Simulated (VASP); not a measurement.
# Tb (Im-3m) in VASP: single point with r2SCAN

Aim: the single point of Tb with r2SCAN.

Program: VASP 6.6.1. These are calculated values, not measurements. Logs are shortened: lines on timing, memory, paths and dates and some standing lists are left out, and cuts for length are marked.

**1. The cell of the first run**

The structure is cubic, space group Im-3m (No. 229). Conventional cell: a = 4.019 Å, b = 4.019 Å, c = 4.019 Å, α = 90.00°, β = 90.00°, γ = 90.00°. Tb (site symmetry m-3m) has 14 Tb at 3.48 to 4.02 Å within 4.6 Å.

This isn't the form of Tb at room conditions, which is hcp.

**2. Single point, r2SCAN, collinear spin, ferromagnetic start**

Contents of POSCAR:

```
Tb
1.0
   -2.0093880757      2.0093880757      2.0093880757
    2.0093880757     -2.0093880757      2.0093880757
    2.0093880757      2.0093880757     -2.0093880757
Tb
1
Direct
    0.0000000000      0.0000000000      0.0000000000
```

Contents of INCAR.step1:

```
  PREC = Accurate
  ENCUT = 520
  ISMEAR = 0
  SIGMA = 0.05
  LREAL = F
  LASPH = T
  NELM = 150
  ISPIN = 2
  MAGMOM = 7.04
  LMAXMIX = 6
  NBANDS = 20
  GGA = PE
  ALGO = Normal
  EDIFF = 1E-4
  LWAVE = T
  LCHARG = F
```

Contents of INCAR.step2:

```
  PREC = Accurate
  ENCUT = 520
  EDIFF = 1E-6
  ISMEAR = 0
  SIGMA = 0.05
  LREAL = F
  LASPH = T
  NELM = 150
  ALGO = Normal
  ISIF = 2
  LWAVE = F
  LCHARG = T
  ISPIN = 2
  MAGMOM = 7.04
  LORBIT = 11
  LMAXMIX = 6
  METAGGA = R2SCAN
  LMIXTAU = T
  LELF = T
  LVHAR = T
  NBANDS = 20
  ISTART = 1
```

Contents of KPOINTS:

```
regular mesh
0
Gamma
  14 14 14
```

Potentials or basis: VASP PAW PBE potentials, release 64 (Tb).

Launch:

```bash
$ cat potpaw_PBE.64/Tb/POTCAR > POTCAR
$ cp INCAR.step1 INCAR
$ mpirun -np 1 vasp_std > vasp.out
$ cp INCAR.step2 INCAR
$ mpirun -np 1 vasp_std > vasp.out
```

OUTCAR:

```text
PREC = Accurate
   ENCUT = 520
   EDIFF = 1E-6
   ISMEAR = 0
   LREAL = F
   LASPH = T
   NELM = 150
   ISIF = 2
   ISPIN = 2
   LORBIT = 11
   METAGGA = R2SCAN
   ISTART = 1

 ion  position               nearest neighbor table
   1  0.000  0.000  0.000-

  LATTYP: Found a body centered cubic cell.
 ALAT       =     4.0187761514

  Lattice vectors:

 A1 = (  -2.0093880757,   2.0093880757,   2.0093880757)
 A2 = (   2.0093880757,  -2.0093880757,   2.0093880757)
 A3 = (   2.0093880757,   2.0093880757,  -2.0093880757)

Analysis of symmetry for initial positions (statically):
=====================================================================
 Subroutine PRICEL returns:
 Original cell was already a primitive cell.

 Routine SETGRP: Setting up the symmetry group for a
 body centered cubic supercell.

 Subroutine GETGRP returns: Found 48 space group operations
 (whereof 48 operations were pure point group operations)
 out of a pool of 48 trial point group operations.

The static configuration has the point symmetry O_h .

Analysis of symmetry for dynamics (positions and initial velocities):
=====================================================================
 Subroutine PRICEL returns:
 Original cell was already a primitive cell.

 Routine SETGRP: Setting up the symmetry group for a
 body centered cubic supercell.

 Subroutine GETGRP returns: Found 48 space group operations
 (whereof 48 operations were pure point group operations)
 out of a pool of 48 trial point group operations.

The dynamic configuration has the point symmetry O_h .

Analysis of structural, dynamic, and magnetic symmetry:
=====================================================================
 Subroutine PRICEL returns:
 Original cell was already a primitive cell.

 Routine SETGRP: Setting up the symmetry group for a
 body centered cubic supercell.

 Subroutine GETGRP returns: Found 48 space group operations
 (whereof 48 operations were pure point group operations)
 out of a pool of 48 trial point group operations.

The overall configuration has the point symmetry O_h .

 Subroutine INISYM returns: Found 48 space group operations
 (whereof 48 operations are pure point group operations),
 and found     1 'primitive' translations

----------------------------------------------------------------------------------------

                                     Primitive cell

  volume of cell :      32.4527

  direct lattice vectors                    reciprocal lattice vectors
    -2.009388076  2.009388076  2.009388076     0.000000000  0.248831973  0.248831973
     2.009388076 -2.009388076  2.009388076     0.248831973  0.000000000  0.248831973
     2.009388076  2.009388076 -2.009388076     0.248831973  0.248831973  0.000000000

  length of vectors
     3.480362239  3.480362239  3.480362239     0.351901551  0.351901551  0.351901551

  position of ions in fractional coordinates (direct lattice)
     0.000000000  0.000000000  0.000000000

  ion indices of the primitive-cell ions
   primitive index   ion index
                 1           1

----------------------------------------------------------------------------------------

 KPOINTS: regular mesh

Automatic generation of k-mesh.
 Grid dimensions read from file:
 generate k-points for:   14   14   14

 Generating k-lattice:

  Cartesian coordinates                     Fractional coordinates (reciprocal lattice)
     0.000000000  0.017773712  0.017773712     0.071428571  0.000000000  0.000000000
     0.017773712  0.000000000  0.017773712     0.000000000  0.071428571  0.000000000
     0.017773712  0.017773712  0.000000000     0.000000000  0.000000000  0.071428571

  Length of vectors
     0.025135825  0.025135825  0.025135825

  Shift w.r.t. Gamma in fractional coordinates (k-lattice)
     0.000000000  0.000000000  0.000000000

 Subroutine IBZKPT returns following result:
 ===========================================

 Found    104 irreducible k-points:

 Following reciprocal coordinates:
            Coordinates               Weight
  0.000000  0.000000  0.000000      1.000000
  0.071429  0.000000  0.000000     12.000000
  0.142857  0.000000  0.000000     12.000000
  0.214286  0.000000  0.000000     12.000000
  0.285714  0.000000  0.000000     12.000000
  0.357143  0.000000  0.000000     12.000000
[... 16 lines left out ...]
  0.285714  0.285714  0.000000     24.000000
  0.357143  0.285714  0.000000     24.000000
 [... further k-points ...]
   k-points           NKPTS =    104   k-points in BZ     NKDIM =    104   number of bands    NBANDS=     20
   number of dos      NEDOS =    301   number of ions     NIONS =      1
   total plane-waves  NPLWV =  21952
   dimension x,y,z NGX =    28 NGY =   28 NGZ =   28
   dimension x,y,z NGXF=    56 NGYF=   56 NGZF=   56
   ions per type =               1
   NGX,Y,Z   is equivalent  to a cutoff of  13.37, 13.37, 13.37 a.u.
   NGXF,Y,Z  is equivalent  to a cutoff of  26.75, 26.75, 26.75 a.u.
 SYSTEM =  unknown system
   PREC   = accura    normal or accurate (medium, high low for compatibility)
   ISTART =      1    job   : 0-new  1-cont  2-samecut
   ICHARG =      0    charge: 1-file 2-atom 10-const
   ISPIN  =      2    spin polarized calculation?
   LNONCOLLINEAR =      F non collinear calculations
   LSORBIT =      F    spin-orbit coupling
   LASPH  =      T    aspherical Exc in radial PAW
   ENCUT  =  520.0 eV  38.22 Ry    6.18 a.u.   6.47  6.47  6.47*2*pi/ulx,y,z
   NELM   =    150;   NELMIN=  2; NELMDL=  0     # of ELM steps
   EDIFF  = 0.1E-05   stopping-criterion for ELM
   LREAL  =      F    real-space projection
[... 7 lines left out ...]
   TEBEG  =    0.0;   TEEND  =   0.0 temperature during run
   PSTRESS=    0.0 pullay stress
   NELECT =      19.0000    total number of electrons
   NUPDOWN=      -1.0000    fix difference up-down
   EMIN   =  10.00;   EMAX   =-10.00  energy-range for DOS
   EFERMI =   0.00;   METHOD = LEGACY
   ISMEAR =     0;   SIGMA  =   0.05  broadening in eV -4-tet -1-fermi 0-gaus
   EFERMI_NEDOS =   21; number of points for ismear=-14 and -15
   IALGO  =     38    algorithm
   IMIX   =      4    mixing-type and parameters
     AMIX     =   0.40;   BMIX     =  1.00
     AMIX_MAG =   1.60;   BMIX_MAG =  1.00
  volume/ion in A,a.u.               =      32.45       219.00
  Fermi-wavevector in a.u.,A,eV,Ry     =   1.369543  2.588060 25.519726  1.875647
  Thomas-Fermi vector in A             =   2.495409
   LORBIT       =     11    0 simple, 1 ext, 2 COOP (PROOUT), +10 PAW based schemes
   METAGGA = R2SCAN    functional components
   LHFCALC =     F    Hartree Fock is set to
   AEXX    =    0.0000 exact exchange contribution
   IVDW    =     0    specifies the selected vdW correction
   LEPSILON=     F    determine dielectric tensor
   LRPA    =     F    only Hartree local field effects (RPA)
 spin polarized calculation
 Gauss-broadening in eV      SIGMA  =   0.05
  energy-cutoff  :      520.00
  volume of cell :       32.45
 maximum number of plane-waves:       911
 NGX is ok and might be reduce to    28
   NGX = 13   NGY = 13   NGZ = 13

 number of electron      18.9999996 magnetization       6.1964853

 Free energy of the ion-electron system (eV)
  ---------------------------------------------------
  ext. energy  EPLUGINS =         0.00000000
  ---------------------------------------------------
  free energy    TOTEN  =       -38.59050273 eV

  energy without entropy =      -38.57731394  energy(sigma->0) =      -38.58390834

 E-fermi :   2.9243     XC(G=0): -10.7894

 val. band max:        2.9240476707   @ k =   0.2857   0.1429   0.1429
 cond. band min:       2.9244438877   @ k =  -0.2857   0.2857   0.0714
 fundamental gap:      0.0003962170
 Fermi energy:         2.9242969343

 spin component 1

 k-point     1 :       0.0000    0.0000    0.0000
  band No.  band energies     occupation
      1     -45.4261      1.00000
      2     -20.9508      1.00000
      3     -20.9508      1.00000
      4     -20.9507      1.00000
      5      -2.5241      1.00000
      6      -2.5240      1.00000
[... 12 lines left out ...]
     19      14.0565      0.00000
     20      14.0565      0.00000

 k-point     2 :       0.0714    0.0000    0.0000
  band No.  band energies     occupation
      1     -45.4230      1.00000
      2     -20.9861      1.00000
      3     -20.9615      1.00000
      4     -20.9511      1.00000
      5      -2.5278      1.00000
      6      -2.5257      1.00000
[... 12 lines left out ...]
     19      14.3366      0.00000
     20      14.4789      0.00000
[... 465 lines left out ...]
      3     -21.3072      1.00000
      4     -21.0297      1.00000
      5      -2.6080      1.00000
      6      -2.5823      1.00000
[... 12 lines left out ...]
     19      13.1630      0.00000
     20      15.0208      0.00000

 k-point    24 :       0.3571    0.2857    0.0000
  band No.  band energies     occupation
      1     -45.3557      1.00000
      2     -21.4601      1.00000
      3     -21.3571      1.00000
      4     -21.0331      1.00000
      5      -2.6090      1.00000
      6      -2.5817      1.00000
[... 12 lines left out ...]
     19      12.5242      0.00000
     20      15.3123      0.00000

 [... further k-points ...]

 spin component 2

 k-point     1 :       0.0000    0.0000    0.0000
  band No.  band energies     occupation
      1     -42.1929      1.00000
      2     -18.6664      1.00000
      3     -18.6661      1.00000
      4     -18.6661      1.00000
      5      -1.7872      1.00000
      6       2.8265      0.99717
[... 12 lines left out ...]
     19      14.6859      0.00000
     20      14.6859      0.00000

 k-point     2 :       0.0714    0.0000    0.0000
  band No.  band energies     occupation
      1     -42.1889      1.00000
      2     -18.7106      1.00000
      3     -18.6791      1.00000
      4     -18.6668      1.00000
      5      -1.6277      1.00000
      6       2.8223      0.99804
[... 12 lines left out ...]
     19      14.9735      0.00000
     20      15.1620      0.00000
[... 465 lines left out ...]
      3     -19.1040      1.00000
      4     -18.7630      1.00000
      5       2.4175      1.00000
      6       2.8049      0.99964
[... 12 lines left out ...]
     19      14.4035      0.00000
     20      15.9617      0.00000

 k-point    24 :       0.3571    0.2857    0.0000
  band No.  band energies     occupation
      1     -42.1009      1.00000
      2     -19.2934      1.00000
      3     -19.1657      1.00000
      4     -18.7671      1.00000
      5       2.5964      1.00000
      6       2.8998      0.75591
[... 12 lines left out ...]
     19      13.7733      0.00000
     20      16.2865      0.00000

 [... further k-points ...]

------------------------ aborting loop because EDIFF is reached ----------------------------------------

  FORCE on cell =-STRESS in cart. coord.  units (eV):
  Direction    XX          YY          ZZ          XY          YZ          ZX
  --------------------------------------------------------------------------------------
  -------------------------------------------------------------------------------------
  Total       -0.2043159     -0.2043159     -0.2043159     -0.0000000      0.0000000     -0.0000000
  in kB      -10.0869848    -10.0869848    -10.0869848     -0.0000000      0.0000000     -0.0000000
  external PRESSURE =     -10.0869848 kB  Pullay stress =       0.0000000 kB

 VOLUME and BASIS-vectors are now :
 -----------------------------------------------------------------------------
  energy-cutoff  :      520.00
  volume of cell :       32.45
      direct lattice vectors                 reciprocal lattice vectors
    -2.009388076  2.009388076  2.009388076     0.000000000  0.248831973  0.248831973
     2.009388076 -2.009388076  2.009388076     0.248831973  0.000000000  0.248831973
     2.009388076  2.009388076 -2.009388076     0.248831973  0.248831973  0.000000000

 POSITION                                       TOTAL-FORCE (eV/Angst)
 -----------------------------------------------------------------------------------
      0.00000      0.00000      0.00000        -0.000000      0.000000      0.000000
 -----------------------------------------------------------------------------------
    total drift:                                0.000000     -0.000000     -0.000000

  FREE ENERGIE OF THE ION-ELECTRON SYSTEM (eV)
  ---------------------------------------------------
  free  energy   TOTEN  =       -38.5905027344 eV

  energy  without entropy=      -38.5773139371  energy(sigma->0) =      -38.58390834

 total charge

# of ion       s       p       d       f       tot
--------------------------------------------------
    1        2.085   5.602   0.524   8.028  16.239

 magnetization (x)

# of ion       s       p       d       f       tot
--------------------------------------------------
    1       -0.004  -0.067   0.123   5.807   5.860
```

Wall time 9.8 min (1 thread of Intel Xeon Platinum 8488C (Sapphire Rapids), shared host); peak memory 0.27 GiB.

What came out:

- Free energy: -38.5905 eV
- Pressure: -1.0 GPa
- Net moment: 6.20 μB per cell
- Site moments: Tb +5.86 μB
- Valence electrons inside the program's atomic spheres: Tb 16.24

Levels at points of the mesh, in eV from the Fermi level:
Spin up:
```
           k point  band 11  band 12  band 13  band 14  band 15  band 16
(0.00, 0.00, 0.00)    -5.12    -5.12     1.77     1.77     1.77     3.86
(0.50, 0.00, 0.00)    -5.02    -2.42     0.03     0.93     3.84     4.60
(0.50, 0.50, 0.50)    -4.98    -1.95    -1.95     5.97     5.97     5.97
```
Spin down:
```tsv
k point	band 4	band 5	band 6	band 7	band 8	band 9
(0.00, 0.00, 0.00)	-21.59	-4.71	-0.10	-0.10	-0.10	1.40
(0.50, 0.00, 0.00)	-21.60	-1.74	-0.02	0.05	0.13	0.87
(0.50, 0.50, 0.50)	-22.14	-1.40	-1.40	0.20	0.20	0.20
```

Caveat: the magnetic or orbital state may not be the lowest; the PAW data sets were made with another functional, which shifts forces and pressure a little; spin-orbit coupling is left out, which moves the levels of the heavy elements; semilocal functionals describe open f shells poorly, which spoils levels, moments and volumes.
